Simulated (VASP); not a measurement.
**C: single point with PBE**

Crystal: C.

```
C
1.0
     0.00000    1.87254    1.61757
     1.87254    0.00000    1.61757
     1.87254    1.87254    0.00000
C
2
Direct
  0.00000 0.00000 0.00000
  0.25000 0.25000 0.25000
```

```
Program             : VASP 6.6.1
Task                : single point
Functional          : PBE
Potentials or basis : VASP PAW PBE potentials, release 64 (C)
Cutoff              : 600 eV
k mesh              : 10 × 10 × 10
Occupations         : gaussian, width 0.05 eV
Spin                : no spin polarisation
```

```
Pressure               : 2.1 GPa
Band gap on the k mesh : 0.61 eV, indirect (least direct gap 3.34 eV)
```

Stress tensor (GPa, compression positive):
```
-36.31   0.00   0.00
  0.00 -36.31   0.00
  0.00   0.00  78.91
```

Levels at points of the mesh, in eV from the valence-band top:
```tsv
k point	band 2	band 3	band 4	band 5	band 6	band 7
(0.00, 0.00, 0.00)	-1.88	-1.88	0.00	3.34	5.14	5.14
(0.50, 0.00, 0.00)	-14.57	-5.18	-2.93	5.11	6.54	9.98
(0.50, 0.50, 0.00)	-12.42	-8.86	-8.86	1.34	1.34	15.85
(0.50, 0.00, 0.50)	-14.72	-6.65	-6.65	4.82	4.82	14.34
```

Wall time 10 s on 1 thread of Intel(R) Xeon(R) Platinum 8259CL CPU @ 2.50GHz (Skylake/Cascade Lake) (shared host), peak memory 0.13 GiB.

A k mesh can miss the band edges. Expect the measured gap to be larger: semilocal functionals such as PBE lack the derivative discontinuity.
